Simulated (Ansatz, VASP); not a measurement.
## SnSe2 in VASP and in Ansatz

```
Sn Se
1.0
     3.94881    0.00000    0.00000
    -1.97440    3.41977    0.00000
     0.00000    0.00000    6.17058
Sn Se
1 2
Direct
  0.00000 0.00000 0.00000
  0.33333 0.66667 0.24127
  0.66667 0.33333 0.75873
```

Alike in both runs: task single point; functional r2SCAN; k mesh 12 × 12 × 6; occupations gaussian, width 0.05 eV; no spin polarisation.

```csv
,VASP,Ansatz
version,VASP 6.6.1,Ansatz 0.2.0
potentials or method,"VASP PAW PBE potentials, release 64 (Sn_d, Se), cutoff 520 eV","scalar-relativistic, plane waves, PAW"
valence electrons in the cell,26,46
```

Ansatz gave:

```
gap on the k mesh at the Fermi level (eV)                     : 0.81
least direct gap on the mesh (eV)                             : 0.81
pressure (GPa)                                                : -0.3
traceless stress, the component that is largest in VASP (GPa) : 3.08
rms of the force components (eV/Å)                            : 0.209
```

Problem. Which values does VASP return?

Solution. gap on the k mesh at the Fermi level (eV): 0.81; least direct gap on the mesh (eV): 0.81; pressure (GPa): -0.3; traceless stress, the component that is largest in VASP (GPa): 3.07; rms of the force components (eV/Å): 0.214.

VASP's potentials were made for PBE, not for r2SCAN. Atom by atom the forces differ by 0.005 eV/Å (rms over components). VASP's potentials hold 26 valence electrons a cell and Ansatz's 46, so a difference there can come from the potentials and not from the codes.
